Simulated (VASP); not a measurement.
**ZnCu: single point with r2SCAN**

Crystal: ZnCu.

```
CELL_PARAMETERS angstrom
2.94500 0.00000 0.00000
0.00000 2.94500 0.00000
0.00000 0.00000 2.94500
ATOMIC_POSITIONS crystal
Zn 0.50000 0.50000 0.50000
Cu 0.00000 0.00000 0.00000
```

```json
{
 "Program": "VASP 6.6.1",
 "Task": "single point",
 "Functional": "r2SCAN",
 "Potentials or basis": "VASP PAW PBE potentials, release 64 (Zn, Cu)",
 "Cutoff": "520 eV",
 "k mesh": "16 × 16 × 16",
 "Occupations": "gaussian, width 0.15 eV",
 "Spin": "no spin polarisation"
}
```

The pressure is -2.7 GPa.

Levels at points of the mesh, in eV from the Fermi level:
```tsv
k point	band 8	band 9	band 10	band 11	band 12	band 13	band 14	band 15	band 16	band 17
(0.00, 0.00, 0.00)	-3.73	-2.84	-2.84	-2.84	6.63	6.63	6.63	11.51	11.51	13.17
(0.50, 0.00, 0.00)	-3.84	-3.39	-3.39	-2.91	-2.09	12.34	12.34	12.93	12.93	13.83
(0.50, 0.50, 0.00)	-3.00	-3.00	-2.61	-2.00	-2.00	1.93	2.27	14.79	16.30	16.30
(0.50, 0.50, 0.50)	-4.45	-2.59	-2.59	4.39	4.48	4.48	4.48	4.67	4.67	4.67
```

Wall time 110 s on 1 thread of Intel(R) Xeon(R) Platinum 8488C (Sapphire Rapids), with other jobs on the host, peak memory 0.2 GiB.

Caveat: the PAW data sets were made with another functional, which shifts forces and pressure a little.
